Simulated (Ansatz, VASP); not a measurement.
## Cd3O in VASP and in Ansatz

```
CELL_PARAMETERS angstrom
5.95000 0.00000 0.00000
-2.97500 5.15285 0.00000
0.00000 0.00000 5.03000
ATOMIC_POSITIONS crystal
Cd 0.69000 0.00000 0.75000
Cd 0.31000 0.31000 0.75000
Cd 0.00000 0.31000 0.25000
Cd 0.31000 0.00000 0.25000
Cd 0.69000 0.69000 0.25000
Cd 0.00000 0.69000 0.75000
O 0.00000 0.00000 0.00000
O 0.00000 0.00000 0.50000
```

Alike in both runs: task relaxation of cell and atoms; functional PBE; k mesh 3 × 3 × 3; occupations gaussian, width 0.2 eV; no spin polarisation.

|  | VASP | Ansatz |
| --- | --- | --- |
| version | VASP 6.6.1 | Ansatz 0.2.0 |
| potentials or method | VASP PAW PBE potentials, release 64 (Cd, O), cutoff 600 eV | scalar-relativistic, plane waves, PAW |
| valence electrons in the cell | 84 | 132 |

VASP gave:

```
gap on the k mesh at the Fermi level, each at its own relaxed structure (eV) : none
relaxed volume (Å³/atom)                                                     : 19.30
relaxed length of the cell vector where the two differ most in proportion (Å)              : 5.284
```

**Question.** Which values does Ansatz return?

**Answer.** gap on the k mesh at the Fermi level, each at its own relaxed structure (eV): none; relaxed volume (Å³/atom): 19.20; relaxed length of the cell vector where the two differ most in proportion (Å): 5.261.

A gap of «none» marks a metal or a gap that the smearing closes. VASP's potentials hold 84 valence electrons a cell and Ansatz's 132, so a difference there can come from the potentials and not from the codes.

The k mesh is coarse, so the values compare programs but aren't converged.
